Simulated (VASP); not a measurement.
# Te (Im-3m) in VASP: notebook

Runs on Te. Level: PBE. Tasks: relaxation of cell and atoms.

All numbers are computed with VASP 6.6.1; they aren't measurements. Logs are shortened: lines on timing, memory, paths and dates and some standing lists are left out, and cuts for length are marked.

**1. The cell of the first run**

Symmetry: Im-3m, No. 229, cubic system. The conventional cell has a = 3.263 Å, b = 3.263 Å, c = 3.263 Å, α = 90.00°, β = 90.00°, γ = 90.00°. Within 3.7 Å of Te (site symmetry m-3m) lie 14 Te at 2.83 to 3.26 Å.

This isn't the form of Te at room conditions, which is trigonal, of chains.

**2. Relaxation of cell and atoms, PBE, target pressure 87 GPa, at which the enthalpy is minimised**

INCAR

```
PREC = Accurate
ENCUT = 600
EDIFF = 1E-6
ISMEAR = -1
SIGMA = 0.08
LREAL = F
LASPH = T
NELM = 60
ALGO = Normal
ISIF = 3
LWAVE = F
LCHARG = F
GGA = PE
IBRION = 2
NSW = 60
EDIFFG = -0.005
PSTRESS = 870.0
```

KPOINTS

```
Automatic mesh
0
Gamma
  16 16 16
```

POSCAR

```
Te
1.0
   -1.6313615495      1.6313615495      1.6313615495
    1.6313615495     -1.6313615495      1.6313615495
    1.6313615495      1.6313615495     -1.6313615495
Te
1
Direct
    0.0000000000      0.0000000000      0.0000000000
```

Potentials or basis: VASP PAW PBE potentials, release 64 (Te).

Started as:

```console
$ cat potpaw_PBE.64/Te/POTCAR > POTCAR
$ mpirun -np 1 vasp_std > vasp.out
```

OUTCAR:

```text
PREC = Accurate
   ENCUT = 600
   EDIFF = 1E-6
   ISMEAR = -1
   LREAL = F
   LASPH = T
   NELM = 60
   ISIF = 3
   GGA = PE
   IBRION = 2
   NSW = 60
   EDIFFG = -0.005
   PSTRESS = 870.0

 ion  position               nearest neighbor table
   1  0.000  0.000  0.000-

  LATTYP: Found a body centered cubic cell.
 ALAT       =     3.2627230990

  Lattice vectors:

 A1 = (  -1.6313615495,   1.6313615495,   1.6313615495)
 A2 = (   1.6313615495,  -1.6313615495,   1.6313615495)
 A3 = (   1.6313615495,   1.6313615495,  -1.6313615495)

Analysis of symmetry for initial positions (statically):
=====================================================================
 Subroutine PRICEL returns:
 Original cell was already a primitive cell.

 Routine SETGRP: Setting up the symmetry group for a
 body centered cubic supercell.

 Subroutine GETGRP returns: Found 48 space group operations
 (whereof 48 operations were pure point group operations)
 out of a pool of 48 trial point group operations.

The static configuration has the point symmetry O_h .

Analysis of symmetry for dynamics (positions and initial velocities):
=====================================================================
 Subroutine PRICEL returns:
 Original cell was already a primitive cell.

 Routine SETGRP: Setting up the symmetry group for a
 body centered cubic supercell.

 Subroutine GETGRP returns: Found 48 space group operations
 (whereof 48 operations were pure point group operations)
 out of a pool of 48 trial point group operations.

The dynamic configuration has the point symmetry O_h .

 Subroutine INISYM returns: Found 48 space group operations
 (whereof 48 operations are pure point group operations),
 and found     1 'primitive' translations

----------------------------------------------------------------------------------------

                                     Primitive cell

  volume of cell :      17.3664

  direct lattice vectors                    reciprocal lattice vectors
    -1.631361550  1.631361550  1.631361550     0.000000000  0.306492451  0.306492451
     1.631361550 -1.631361550  1.631361550     0.306492451  0.000000000  0.306492451
     1.631361550  1.631361550 -1.631361550     0.306492451  0.306492451  0.000000000

  length of vectors
     2.825601089  2.825601089  2.825601089     0.433445781  0.433445781  0.433445781

  position of ions in fractional coordinates (direct lattice)
     0.000000000  0.000000000  0.000000000

  ion indices of the primitive-cell ions
   primitive index   ion index
                 1           1

----------------------------------------------------------------------------------------

 KPOINTS: Automatic mesh

Automatic generation of k-mesh.
 Grid dimensions read from file:
 generate k-points for:   16   16   16

 Generating k-lattice:

  Cartesian coordinates                     Fractional coordinates (reciprocal lattice)
     0.000000000  0.019155778  0.019155778     0.062500000  0.000000000  0.000000000
     0.019155778  0.000000000  0.019155778     0.000000000  0.062500000  0.000000000
     0.019155778  0.019155778  0.000000000     0.000000000  0.000000000  0.062500000

  Length of vectors
     0.027090361  0.027090361  0.027090361

  Shift w.r.t. Gamma in fractional coordinates (k-lattice)
     0.000000000  0.000000000  0.000000000

 Subroutine IBZKPT returns following result:
 ===========================================

 Found    145 irreducible k-points:

 Following reciprocal coordinates:
            Coordinates               Weight
  0.000000  0.000000  0.000000      1.000000
  0.062500  0.000000  0.000000     12.000000
  0.125000  0.000000  0.000000     12.000000
  0.187500  0.000000  0.000000     12.000000
  0.250000  0.000000  0.000000     12.000000
  0.312500  0.000000  0.000000     12.000000
[... 16 lines left out ...]
  0.187500  0.187500  0.000000     24.000000
  0.250000  0.187500 -0.000000     48.000000
 [... further k-points ...]
   k-points           NKPTS =    145   k-points in BZ     NKDIM =    145   number of bands    NBANDS=      7
   number of dos      NEDOS =    301   number of ions     NIONS =      1
   total plane-waves  NPLWV =  13824
   dimension x,y,z NGX =    24 NGY =   24 NGZ =   24
   dimension x,y,z NGXF=    48 NGYF=   48 NGZF=   48
   ions per type =               1
   NGX,Y,Z   is equivalent  to a cutoff of  14.12, 14.12, 14.12 a.u.
   NGXF,Y,Z  is equivalent  to a cutoff of  28.24, 28.24, 28.24 a.u.
 SYSTEM =  unknown system
   PREC   = accura    normal or accurate (medium, high low for compatibility)
   ISTART =      0    job   : 0-new  1-cont  2-samecut
   ICHARG =      2    charge: 1-file 2-atom 10-const
   ISPIN  =      1    spin polarized calculation?
   LNONCOLLINEAR =      F non collinear calculations
   LSORBIT =      F    spin-orbit coupling
   LASPH  =      T    aspherical Exc in radial PAW
   ENCUT  =  600.0 eV  44.10 Ry    6.64 a.u.   5.64  5.64  5.64*2*pi/ulx,y,z
   NELM   =     60;   NELMIN=  2; NELMDL= -5     # of ELM steps
   EDIFF  = 0.1E-05   stopping-criterion for ELM
   LREAL  =      F    real-space projection
   EDIFFG = -.5E-02   stopping-criterion for IOM
   NSW    =     60    number of steps for IOM
   IBRION =      2    ionic relax: 0-MD 1-quasi-New 2-CG
   NFREE  =      1    steps in history (QN), initial steepest desc. (CG)
   ISIF   =      3    stress and relaxation
   ISYM   =      2    0-nonsym 1-usesym 2-fastsym
   POTIM  = 0.5000    time-step for ionic-motion
   TEBEG  =    0.0;   TEEND  =   0.0 temperature during run
   PSTRESS=  870.0 pullay stress
   NELECT =       6.0000    total number of electrons
   NUPDOWN=      -1.0000    fix difference up-down
   EMIN   =  10.00;   EMAX   =-10.00  energy-range for DOS
   EFERMI =   0.00;   METHOD = LEGACY
   ISMEAR =    -1;   SIGMA  =   0.08  broadening in eV -4-tet -1-fermi 0-gaus
   EFERMI_NEDOS =   21; number of points for ismear=-14 and -15
   IALGO  =     38    algorithm
   IMIX   =      4    mixing-type and parameters
     AMIX     =   0.40;   BMIX     =  1.00
     AMIX_MAG =   1.60;   BMIX_MAG =  1.00
  volume/ion in A,a.u.               =      17.37       117.19
  Fermi-wavevector in a.u.,A,eV,Ry     =   1.148740  2.170804 17.954293  1.319603
  Thomas-Fermi vector in A             =   2.285413
   LORBIT       =      0    0 simple, 1 ext, 2 COOP (PROOUT), +10 PAW based schemes
   GGA     = PE    functional components
   LHFCALC =     F    Hartree Fock is set to
   AEXX    =    0.0000 exact exchange contribution
   IVDW    =     0    specifies the selected vdW correction
   LEPSILON=     F    determine dielectric tensor
   LRPA    =     F    only Hartree local field effects (RPA)
 conjugate gradient relaxation of ions
 non-spin polarized calculation
  energy-cutoff  :      600.00
  volume of cell :       17.37
 maximum number of plane-waves:       603
   NGX = 11   NGY = 11   NGZ = 11

--------------------------------------- Ionic step        1  -------------------------------------------

 number of electron       6.0000001 magnetization

 Free energy of the ion-electron system (eV)
  ---------------------------------------------------
  ext. energy  EPLUGINS =         0.00000000
  ---------------------------------------------------
  free energy    TOTEN  =        -0.94372066 eV

  energy without entropy =       -0.93404220  energy(sigma->0) =       -0.93888143

------------------------ aborting loop because EDIFF is reached ----------------------------------------

  FORCE on cell =-STRESS in cart. coord.  units (eV):
  Direction    XX          YY          ZZ          XY          YZ          ZX
  --------------------------------------------------------------------------------------
  -------------------------------------------------------------------------------------
  Total        9.4619071      9.4619071      9.4619071      0.0000000      0.0000000     -0.0000000
  in kB      872.9283636    872.9283636    872.9283636      0.0000000      0.0000000     -0.0000000
  external PRESSURE =       2.9283636 kB  Pullay stress =     870.0000000 kB
[... 59 lines left out ...]
  enthalpy is  TOTEN    =         8.4867401778 eV   P V=        9.4735529840

--------------------------------------- Ionic step        3  -------------------------------------------

 number of electron       6.0000001 magnetization

 Free energy of the ion-electron system (eV)
  ---------------------------------------------------
  ext. energy  EPLUGINS =         0.00000000
  ---------------------------------------------------
  free energy    TOTEN  =        -0.95062509 eV

  energy without entropy =       -0.94093974  energy(sigma->0) =       -0.94578241

 E-fermi :  16.6202     XC(G=0): -12.4046

 val. band max:       16.5924835629   @ k =  -0.3125   0.3125   0.1250
 cond. band min:      16.6308267850   @ k =   0.2500   0.0625   0.0625
 fundamental gap:      0.0383432222
 Fermi energy:        16.6202455996

 k-point     1 :       0.0000    0.0000    0.0000
  band No.  band energies     occupation
      1      -2.7267      2.00000
      2      23.0966      0.00000
      3      23.0966      0.00000
      4      23.0966      0.00000
      5      27.5401      0.00000
      6      27.5401      0.00000
      7      27.5401      0.00000
[... 221 lines left out ...]
 k-point    24 :       0.2500    0.1875   -0.0000
  band No.  band energies     occupation
      1       1.5530      2.00000
      2      10.9217      2.00000
      3      13.5674      2.00000
      4      18.4480      0.00000
      5      24.9835      0.00000
      6      26.3566      0.00000
      7      29.5554      0.00000

 [... further k-points ...]

------------------------ aborting loop because EDIFF is reached ----------------------------------------

  FORCE on cell =-STRESS in cart. coord.  units (eV):
  Direction    XX          YY          ZZ          XY          YZ          ZX
  --------------------------------------------------------------------------------------
  -------------------------------------------------------------------------------------
  Total        9.4381891      9.4381891      9.4381891     -0.0000000      0.0000000      0.0000000
  in kB      870.1041952    870.1041952    870.1041952     -0.0000000      0.0000000      0.0000000
  external PRESSURE =       0.1041952 kB  Pullay stress =     870.0000000 kB
[... 16 lines left out ...]
  FREE ENERGIE OF THE ION-ELECTRON SYSTEM (eV)
  ---------------------------------------------------
  free  energy   TOTEN  =        -0.9506250878 eV

  energy  without entropy=       -0.9409397400  energy(sigma->0) =       -0.94578241

  enthalpy is  TOTEN    =         8.4864337424 eV   P V=        9.4370588302

 reached required accuracy - stopping structural energy minimisation
```

It took 70 s on 1 thread of AMD EPYC 7R13, shared host; peak memory 0.13 GiB.

Results:

```
Free energy                                                : -0.9506 eV
Relaxed volume                                             : 17.38 Å³/atom
Relaxed cell                                               : a = 2.826 Å, b = 2.826 Å, c = 2.826 Å, α = 109.47°, β = 109.47°, γ = 109.47°
Space group after relaxing (to 0.1 Å)                      : Im-3m (No. 229)
Energy change on relaxing (the run minimises the enthalpy) : -6.9 meV/atom
Ionic steps                                                : 3
Pressure after relaxing                                    : 87.0 GPa
Band gap on the k mesh                                     : zero (bands 3 and 4 overlap by 13.08 eV)
```

The path:
| step | energy change (eV) | largest force (eV/Å) | pressure (GPa) | volume (Å³) |
| --- | --- | --- | --- | --- |
| 1 | 0.0000 | 0.0000 | 87.29 | 17.37 |
| 2 | -0.0431 | 0.0000 | 85.57 | 17.45 |
| 3 | -0.0069 | 0.0000 | 87.01 | 17.38 |

Final structure:
```yaml
crystal:
  lattice:
    - [-1.63176, 1.63176, 1.63176]
    - [1.63176, -1.63176, 1.63176]
    - [1.63176, 1.63176, -1.63176]
  atoms:
    - { symbol: Te, position: [0.00000, 0.00000, 0.00000] }
```

Caveat: the cell is relaxed towards a set pressure, so the run minimises the enthalpy, not the energy; spin-orbit coupling is left out, which moves the levels of the heavy elements.

**3. Relaxation of cell and atoms, PBE, target pressure 87 GPa, at which the enthalpy is minimised**

INCAR

```
SYSTEM = Te
PREC = Accurate
ENCUT = 600
EDIFF = 1E-6
ISMEAR = -1
SIGMA = 0.08
LREAL = .False.
LASPH = .True.
NELM = 80
ALGO = Normal
ISIF = 3
LWAVE = .False.
LCHARG = .False.
GGA = PE
IBRION = 2
NSW = 32
EDIFFG = -0.005
PSTRESS = 870.0
```

KPOINTS

```
Automatic mesh
0
Gamma
  16 16 16
  0 0 0
```

POSCAR

```
Te
1.0
   -1.6312522945      1.6312522945      1.6312522945
    1.6312522945     -1.6312522945      1.6312522945
    1.6312522945      1.6312522945     -1.6312522945
Te
1
Direct
    0.0000000000      0.0000000000      0.0000000000
```

Potentials or basis: VASP PAW PBE potentials, release 64 (Te).

Started as:

```console
$ cat potpaw_PBE.64/Te/POTCAR > POTCAR
$ mpirun -np 1 vasp_std > vasp.out
```

Wall time 71 s (1 thread of AMD EPYC 7R13, shared host); peak memory 0.13 GiB.

It converged, with:

* Free energy: -0.9506 eV
* Relaxed volume: 17.38 Å³/atom
* Relaxed cell: a = 2.826 Å, b = 2.826 Å, c = 2.826 Å, α = 109.47°, β = 109.47°, γ = 109.47°
* Space group after relaxing (to 0.1 Å): Im-3m (No. 229)
* Energy change on relaxing (the run minimises the enthalpy): -8.8 meV/atom
* Ionic steps: 3
* Pressure after relaxing: 87.0 GPa
* Band gap on the k mesh: zero (bands 3 and 4 overlap by 13.08 eV)

Step by step:
| step | energy change (eV) | largest force (eV/Å) | pressure (GPa) | volume (Å³) |
| --- | --- | --- | --- | --- |
| 1 | 0.0000 | 0.0000 | 87.37 | 17.36 |
| 2 | -0.0542 | 0.0000 | 85.21 | 17.46 |
| 3 | -0.0088 | 0.0000 | 87.01 | 17.38 |

Final structure:
```
Te
1.0
    -1.63176    1.63176    1.63176
     1.63176   -1.63176    1.63176
     1.63176    1.63176   -1.63176
Te
1
Direct
  0.00000 0.00000 0.00000
```

Levels at points of the mesh, in eV from the Fermi level:
```tsv
k point	band 1	band 2	band 3	band 4	band 5	band 6
(0.00, 0.00, 0.00)	-19.35	6.48	6.48	6.48	10.92	10.92
(0.50, 0.00, 0.00)	-12.81	-10.58	0.24	2.76	5.94	6.34
(0.50, 0.50, 0.50)	-6.83	-5.32	-5.32	-5.32	0.45	0.45
```

Caveat: the cell is relaxed towards a set pressure, so the run minimises the enthalpy, not the energy; spin-orbit coupling is left out, which moves the levels of the heavy elements.

The gap in the log of VASP goes by the Fermi energy; the results here count the filled bands.